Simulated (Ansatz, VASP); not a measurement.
# One calculation of CuAu, two programs

The input INCAR:

```
SYSTEM = CuAu
PREC = Accurate ; ENCUT = 520
EDIFF = 1E-6 ; ISMEAR = -1
SIGMA = 0.05 ; LREAL = .False.
LASPH = .True. ; NELM = 60
ALGO = Normal ; ISIF = 2
LWAVE = .False. ; LCHARG = .False.
GGA = PS ; NBANDS = 18
```

The input KPOINTS:

```
Automatic mesh
0
Gamma
  11 11 11
  0 0 0
```

POSCAR

```
CuAu
1.0
    1.4526137943      0.8386669652      4.2843581437
   -1.4526137943      0.8386669652      4.2843581437
    0.0000000000     -1.6773339303      4.2843581437
Au Cu
1 1
Direct
    0.0000000000      0.0000000000      0.0000000000
    0.5000000000      0.5000000000      0.5000000000
```

Contents of input.yaml:

```yaml
crystal:
  lattice:
    - [1.4526137943, 0.8386669652, 4.2843581437]
    - [-1.4526137943, 0.8386669652, 4.2843581437]
    - [0.0, -1.6773339303, 4.2843581437]
  atoms:
    - { symbol: Au, position: [0.0, 0.0, 0.0] }
    - { symbol: Cu, position: [0.5, 0.5, 0.5] }
kpoints:
  mp_grid: { grid: [11, 11, 11] }
scf:
  occupations: { method: fermi_dirac, width: 0.05 }
hamiltonian:
  xc: pbesol
  pseudopotentials: { kind: all_electron, lapw: { basis_error: 0.001 } }
output:
  forces: true
  stress: true
  eigenvalues: true
```

Change from the starting cell: volume scaled by 1.02.

Alike in both runs: task single point; functional PBEsol; k mesh 11 × 11 × 11; occupations fermi-dirac, width 0.05 eV; no spin polarisation.

|  | VASP | Ansatz |
| --- | --- | --- |
| version | VASP 6.6.1 | Ansatz 0.2.0 |
| potentials or method | VASP PAW PBE potentials, release 64 (Au, Cu), cutoff 520 eV | all-electron LAPW, scalar-relativistic |

```tsv
	VASP	Ansatz	Ansatz less VASP
gap on the k mesh at the Fermi level (eV)	none	none	-
pressure (GPa)	-10.3	-10.3	-0.08
traceless stress, the component that is largest in VASP (GPa)	0.85	0.73	-0.113
```

VASP's potentials were made for PBE, not for PBEsol. A gap of «none» marks a metal or a gap that the smearing closes. Ansatz ran all-electron here, and VASP with PAW potentials.

Spin-orbit coupling is off throughout.
